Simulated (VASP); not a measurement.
Input of a VASP 6.6.1 run:

Contents of INCAR:

```
SYSTEM = HfC
  PREC = Accurate
  ENCUT = 520
  EDIFF = 1E-6
  ISMEAR = 0
  SIGMA = 0.15
  LREAL = .FALSE.
  LASPH = .TRUE.
  NELM = 100
  ALGO = Normal
  ISIF = 2
  LWAVE = .FALSE.
  LCHARG = .FALSE.
  GGA = PS
  NBANDS = 14
```

The input KPOINTS:

```
Automatic mesh
0
G
  18 18 18
  0 0 0
```

Contents of POSCAR:

```
HfC
1.0
    0.0000000000      2.4993750000      2.3250000000
    2.3250000000      0.0000000000      2.3250000000
    2.3250000000      2.4993750000      0.0000000000
Hf C
1 1
Direct
    0.5000000000      0.5000000000      0.5000000000
    0.0000000000      0.0000000000      0.0000000000
```

Potentials or basis: VASP PAW PBE potentials, release 64 (Hf_pv, C).

Launch:

```console
$ cat potpaw_PBE.64/Hf_pv/POTCAR potpaw_PBE.64/C/POTCAR > POTCAR
$ mpirun -np 1 vasp_std > vasp.out
```

(1) What does it give for the pressure?

(2) What does it give for the band gap on the k mesh?

Answers

(1) -19.0 GPa.

(2) zero (bands 7 and 8 overlap by 1.62 eV).

Caveat: the cell differs from its parent crystal (strain +0.0750 x Voigt [0, 1, 0, 0, 0, 0]); the stress differs along the axes, from -31 to -13 GPa; the PAW data sets were made with another functional, which shifts forces and pressure a little; spin-orbit coupling is left out, which moves the levels of the heavy elements.
